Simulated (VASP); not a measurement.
Here is a VASP 6.6.1 calculation.

Contents of INCAR:

```
SYSTEM = Sb2P3H
  PREC = Accurate
  ENCUT = 520
  EDIFF = 1E-6
  ISMEAR = 0
  SIGMA = 0.1
  LREAL = .FALSE.
  LASPH = .TRUE.
  NELM = 60
  ALGO = Normal
  ISIF = 2
  LWAVE = .FALSE.
  LCHARG = .FALSE.
  GGA = PE
  NBANDS = 22
```

The input KPOINTS:

```
Automatic mesh
0
G
  4 4 4
  0 0 0
```

File POSCAR:

```
Sb2P3H
1.0
    5.3970825700      0.0000000000      0.0000000000
    0.0000000000      5.3970825700      0.0000000000
    0.0000000000      0.0000000000      5.4076547900
Sb H P
2 1 3
Direct
    0.0000000000      0.5000000000      0.0000000000
    0.5000000000      0.0000000000      0.0000000000
    0.5000000000      0.5000000000      0.5000000000
    0.5000000000      0.5000000000      0.2957877900
    0.5000000000      0.5000000000      0.7042122100
    0.0000000000      0.0000000000      0.0000000000
```

Potentials or basis: VASP PAW PBE potentials, release 64 (Sb, H, P).

Run with:

```console
$ cat potpaw_PBE.64/Sb/POTCAR potpaw_PBE.64/H/POTCAR potpaw_PBE.64/P/POTCAR > POTCAR
$ mpirun -np 1 vasp_std > vasp.out
```

Q: Estimate the largest force.

A: 16.134 eV/Å.

Q: What does it give for the band gap on the k mesh?

A: Zero (bands 13 and 14 overlap by 1.02 eV).

Forces on the atoms (eV/Å):
```
Sb    0.000   0.000   0.000
Sb    0.000   0.000   0.000
H     0.000   0.000   0.000
P     0.000   0.000 -16.134
P     0.000   0.000  16.134
P     0.000   0.000   0.000
```

Caveat: spin-orbit coupling is left out, which moves the levels of the heavy elements; forces of over 1 eV/Å act on the atoms, so gaps and moduli don't describe the material at rest.
